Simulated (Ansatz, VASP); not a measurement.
# One calculation of AlN, two programs

```
Al N
1.0
     0.00000    2.18490    2.18490
     2.18490    0.00000    2.18490
     2.18490    2.18490    0.00000
Al N
1 1
Cartesian
  0.0000 0.0000 0.0000
  3.4649 3.2774 3.2774
```

Change from the starting cell: all N atoms moved +0.188 Å, as atom 2 along Cartesian [1 0 0].

Alike in both runs: task single point; functional r2SCAN; k mesh 10 × 10 × 10; occupations gaussian, width 0.05 eV; no spin polarisation.

|  | VASP | Ansatz |
| --- | --- | --- |
| version | VASP 6.6.1 | Ansatz 0.2.0 |
| potentials or method | VASP PAW PBE potentials, release 64 (Al, N), cutoff 520 eV | scalar-relativistic, plane waves, PAW |
| valence electrons in the cell | 8 | 8 |

|  | VASP | Ansatz | Ansatz less VASP |
| --- | --- | --- | --- |
| gap on the k mesh at the Fermi level (eV) | 3.45 | 3.45 | +0.007 |
| least direct gap on the mesh (eV) | 4.34 | 4.30 | -0.037 |
| pressure (GPa) | 4.1 | 4.3 | +0.26 |
| traceless stress, the component that is largest in VASP (GPa) | 13.32 | 13.03 | -0.285 |
| rms of the force components (eV/Å) | 1.578 | 1.560 | -0.0186 |

VASP's potentials were made for PBE, not for r2SCAN. Atom by atom the forces differ by 0.019 eV/Å (rms over components).
